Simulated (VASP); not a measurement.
# Mg (P6_3/mmc) in VASP: notebook, part 2 of 2

VASP 6.6.1. Earlier steps stand in the parts before.

## Step 5: Single point, PBE

This run uses another cell than the first one, of 23.93 Å³/atom, 1.096 times its volume.

File INCAR:

```
ALGO     = Normal         # electronic algorithm
EDIFF    = 1E-7           # SCF threshold, eV
ENCUT    = 520            # plane-wave cutoff, eV
GGA      = PE             # functional
ISIF     = 2              # what is computed and relaxed
ISMEAR   = -1             # smearing method
LASPH    = T              # aspherical terms in the spheres
LCHARG   = F              # write CHGCAR
LREAL    = F              # projectors in reciprocal space
LWAVE    = F              # write WAVECAR
NBANDS   = 9              # bands
NELM     = 60             # most SCF steps
PREC     = Accurate       # precision mode
SIGMA    = 0.15           # smearing width, eV
```

File KPOINTS:

```
k-points
0
Gamma
  12 12 7
```

File POSCAR:

```
Mg
1.0
    3.2410773142      0.0000000000      0.0000000000
   -1.6205386571      2.8068549581      0.0000000000
    0.0000000000      0.0000000000      5.2618904839
Mg
2
Direct
    0.3333333333      0.6666666667      0.2500000000
    0.6666666667      0.3333333333      0.7500000000
```

Potentials or basis: VASP PAW PBE potentials, release 64 (Mg).

Run with:

```sh
> cat potpaw_PBE.64/Mg/POTCAR > POTCAR
> mpirun -np 1 vasp_std > vasp.out
```

OUTCAR:

```text
EDIFF = 1E-7
   ENCUT = 520
   GGA = PE
   ISIF = 2
   ISMEAR = -1
   LASPH = T
   LREAL = F
   NELM = 60
   PREC = Accurate

 ion  position               nearest neighbor table
   1  0.333  0.667  0.250-   2 3.23   2 3.23   2 3.23   2 3.23   2 3.23   2 3.23
   2  0.667  0.333  0.750-   1 3.23   1 3.23   1 3.23   1 3.23   1 3.23   1 3.23

  LATTYP: Found a hexagonal cell.
 ALAT       =     3.2410773142
 C/A-ratio  =     1.6235004518

  Lattice vectors:

 A1 = (   3.2410773142,   0.0000000000,   0.0000000000)
 A2 = (  -1.6205386571,   2.8068549581,   0.0000000000)
 A3 = (   0.0000000000,   0.0000000000,   5.2618904839)

Analysis of symmetry for initial positions (statically):
=====================================================================
 Subroutine PRICEL returns:
 Original cell was already a primitive cell.

 Routine SETGRP: Setting up the symmetry group for a
 hexagonal supercell.

 Subroutine GETGRP returns: Found 24 space group operations
 (whereof 12 operations were pure point group operations)
 out of a pool of 24 trial point group operations.

The static configuration has the point symmetry D_3d.
 The point group associated with its full space group is D_6h.

Analysis of symmetry for dynamics (positions and initial velocities):
=====================================================================
 Subroutine PRICEL returns:
 Original cell was already a primitive cell.

 Routine SETGRP: Setting up the symmetry group for a
 hexagonal supercell.

 Subroutine GETGRP returns: Found 24 space group operations
 (whereof 12 operations were pure point group operations)
 out of a pool of 24 trial point group operations.

The dynamic configuration has the point symmetry D_3d.
 The point group associated with its full space group is D_6h.

 Subroutine INISYM returns: Found 24 space group operations
 (whereof 12 operations are pure point group operations),
 and found     1 'primitive' translations

[... 111 lines left out ...]
   IALGO  =     38    algorithm
   IMIX   =      4    mixing-type and parameters
     AMIX     =   0.40;   BMIX     =  1.00
     AMIX_MAG =   1.60;   BMIX_MAG =  1.00
  volume/ion in A,a.u.               =      23.93       161.52
  Fermi-wavevector in a.u.,A,eV,Ry     =   0.715722  1.352519  6.969695  0.512258
  Thomas-Fermi vector in A             =   1.803957
   LORBIT       =      0    0 simple, 1 ext, 2 COOP (PROOUT), +10 PAW based schemes
   GGA     = PE    functional components
   LHFCALC =     F    Hartree Fock is set to
   AEXX    =    0.0000 exact exchange contribution
   IVDW    =     0    specifies the selected vdW correction
   LEPSILON=     F    determine dielectric tensor
   LRPA    =     F    only Hartree local field effects (RPA)
 non-spin polarized calculation
  energy-cutoff  :      520.00
  volume of cell :       47.87
 maximum number of plane-waves:      1314
   NGX = 13   NGY = 13   NGZ = 19

 number of electron       4.0000000 magnetization

 Free energy of the ion-electron system (eV)
  ---------------------------------------------------
  ext. energy  EPLUGINS =         0.00000000
  ---------------------------------------------------
  free energy    TOTEN  =        -3.03412426 eV

  energy without entropy =       -2.97045083  energy(sigma->0) =       -3.00228754

 E-fermi :   2.4018     XC(G=0):  -8.3632

 val. band max:        2.3928074457   @ k =   0.2500   0.0833   0.0000
 cond. band min:       2.4863179135   @ k =   0.4167   0.0833   0.2857
 fundamental gap:      0.0935104679
 Fermi energy:         2.4018019695

 k-point     1 :       0.0000    0.0000    0.0000
  band No.  band energies     occupation
      1      -4.3343      2.00000
      2       0.8052      1.99995
      3       1.1752      1.99944
      4      13.1185      0.00000
      5      13.1185      0.00000
      6      13.1486      0.00000
      7      13.1486      0.00000
      8      14.0118      0.00000
      9      15.4618      0.00000
[... 265 lines left out ...]
 k-point    24 :       0.3333   -0.0000    0.1429
  band No.  band energies     occupation
      1      -2.1198      2.00000
      2       1.5914      1.99103
      3       3.8425      0.00013
      4       4.8190      0.00000
      5       7.5580      0.00000
      6       9.6273      0.00000
      7       9.8769      0.00000
      8      11.4516      0.00000
      9      12.9296      0.00000

 [... further k-points ...]
[... 5 lines left out ...]
  --------------------------------------------------------------------------------------
  -------------------------------------------------------------------------------------
  Total       -0.3811597     -0.3811596     -0.5339300      0.0000000      0.0000000      0.0000000
  in kB      -12.7575225    -12.7575195    -17.8707886      0.0000000      0.0000000      0.0000000
  external PRESSURE =     -14.4619435 kB  Pullay stress =       0.0000000 kB

 VOLUME and BASIS-vectors are now :
 -----------------------------------------------------------------------------
  energy-cutoff  :      520.00
  volume of cell :       47.87
      direct lattice vectors                 reciprocal lattice vectors
     3.241077314  0.000000000  0.000000000     0.308539385  0.178135318  0.000000000
    -1.620538657  2.806854958  0.000000000     0.000000000  0.356270636  0.000000000
     0.000000000  0.000000000  5.261890484     0.000000000  0.000000000  0.190045765

 POSITION                                       TOTAL-FORCE (eV/Angst)
 -----------------------------------------------------------------------------------
     -0.00000      1.87124      1.31547        -0.000000      0.000000      0.000000
      1.62054      0.93562      3.94642         0.000000     -0.000000      0.000000
 -----------------------------------------------------------------------------------
    total drift:                                0.000000     -0.000000      0.000000

  FREE ENERGIE OF THE ION-ELECTRON SYSTEM (eV)
  ---------------------------------------------------
  free  energy   TOTEN  =        -3.0341242558 eV

  energy  without entropy=       -2.9704508290  energy(sigma->0) =       -3.00228754
```

OSZICAR:

```text
N       E                     dE             d eps       ncg     rms          rms(c)
DAV:   1    -0.584402515330E+00   -0.58440E+00   -0.12637E+03  1368   0.311E+02
DAV:   2    -0.300535208887E+01   -0.24209E+01   -0.23349E+01  1833   0.256E+01
DAV:   3    -0.304739060819E+01   -0.42039E-01   -0.41751E-01  1768   0.267E+00
DAV:   4    -0.304750105154E+01   -0.11044E-03   -0.11044E-03  1767   0.144E-01
DAV:   5    -0.304750154020E+01   -0.48866E-06   -0.48849E-06  1716   0.874E-03    0.964E-01
DAV:   6    -0.304164156976E+01    0.58600E-02   -0.74032E-04  1634   0.207E-01    0.618E-01
DAV:   7    -0.303411190074E+01    0.75297E-02   -0.29079E-03  1434   0.362E-01    0.350E-02
DAV:   8    -0.303412611915E+01   -0.14218E-04   -0.19023E-05  1923   0.259E-02    0.783E-03
DAV:   9    -0.303412461233E+01    0.15068E-05   -0.13186E-06  1516   0.549E-03    0.612E-04
DAV:  10    -0.303412432153E+01    0.29081E-06   -0.60129E-09  1196   0.466E-04    0.173E-04
DAV:  11    -0.303412425579E+01    0.65738E-07   -0.87264E-10   796   0.195E-04
   1 F= -.30341243E+01 E0= -.30022875E+01  d E =-.636734E-01
```

stdout:

```text
POSCAR found type information on POSCAR Mg
 POSCAR found :  1 types and       2 ions
 scaLAPACK will be used
 LDA part: xc-table for (Slater+PW92), standard interpolation
 POSCAR, INCAR and KPOINTS ok, starting setup
 FFT: planning ... GRIDC
 FFT: planning ... GRID_SOFT
 FFT: planning ... GRID
 WAVECAR not read
 entering main loop
```

It took 50 s on 1 thread of AMD EPYC 7R13 (Zen 3), shared host; peak memory 0.14 GiB.

What came out:

* Free energy: -3.0341 eV
* Pressure: -1.4 GPa
* Band gap on the k mesh: zero (band 2 reaches 3.41 eV, above the bottom of band 3 at 1.18 eV)

## Step 6: Single point, PBE

This run uses another cell than the first one, of 24.63 Å³/atom, 1.128 times its volume.

File INCAR:

```
SYSTEM = Mg
ALGO = Normal ; EDIFF = 1E-6
ENCUT = 520 ; GGA = PE
ISIF = 2 ; ISMEAR = -1
LASPH = .True. ; LCHARG = .False.
LREAL = .False. ; LWAVE = .False.
NBANDS = 9 ; NELM = 80
PREC = Accurate ; SIGMA = 0.15
```

File KPOINTS:

```
k-points
0
Gamma
  12 12 7
  0 0 0
```

File POSCAR:

```
Mg
1.0
    3.2722434310      0.0000000000      0.0000000000
   -1.6361217155      2.8338456038      0.0000000000
    0.0000000000      0.0000000000      5.3124886887
Mg
2
Direct
    0.3333333333      0.6666666667      0.2500000000
    0.6666666667      0.3333333333      0.7500000000
```

Potentials or basis: VASP PAW PBE potentials, release 64 (Mg).

Run with:

```sh
> cat potpaw_PBE.64/Mg/POTCAR > POTCAR
> mpirun -np 1 vasp_std > vasp.out
```

It used 26 s of CPU time on 1 thread of AMD EPYC 7R13 Processor (Zen 3), on a shared host.

Results (log left out):

```yaml
Free_energy: -3.0179 eV
Pressure: -2.3 GPa
Band_gap_on_the_k_mesh: zero (band 2 reaches 3.26 eV, above the bottom of band 3 at 1.03 eV)
```

Stress tensor (GPa, compression positive):
```
-2.10  0.00  0.00
 0.00 -2.10  0.00
 0.00  0.00 -2.57
```

Levels at points of the mesh, in eV from the Fermi level:
```csv
k point,band 1,band 2,band 3,band 4,band 5,band 6,band 7
"(0.00, 0.00, 0.00)",-6.62,-1.55,-1.23,10.53,10.53,10.55,10.55
"(0.50, 0.00, 0.00)",-2.06,-2.00,2.58,3.01,3.10,3.51,6.54
```

## Step 7: Summary

```tsv
cell	gap on the mesh (eV)	pressure (GPa)
a = 3.144, b = 3.144, c = 5.104 Å, angles 90.0, 90.0, 120.0°, 2 atoms	none	1.9
a = 3.177, b = 3.177, c = 5.158 Å, angles 90.0, 90.0, 120.0°, 2 atoms	none	0.6
a = 3.209, b = 3.209, c = 5.210 Å, angles 90.0, 90.0, 120.0°, 2 atoms	none	-0.5
a = 3.241, b = 3.241, c = 5.262 Å, angles 90.0, 90.0, 120.0°, 2 atoms	none	-1.4
a = 3.272, b = 3.272, c = 5.312 Å, angles 90.0, 90.0, 120.0°, 2 atoms	none	-2.3
```

Alike in all rows: task single point; level PBE; potentials or basis VASP PAW PBE potentials, release 64 (Mg); no spin polarisation; k mesh 12 × 12 × 7; cutoff (eV) 520; smearing fermi-dirac 0.15 eV.

Total energies depend on the potentials used, so only differences within one code and one set of settings carry meaning.
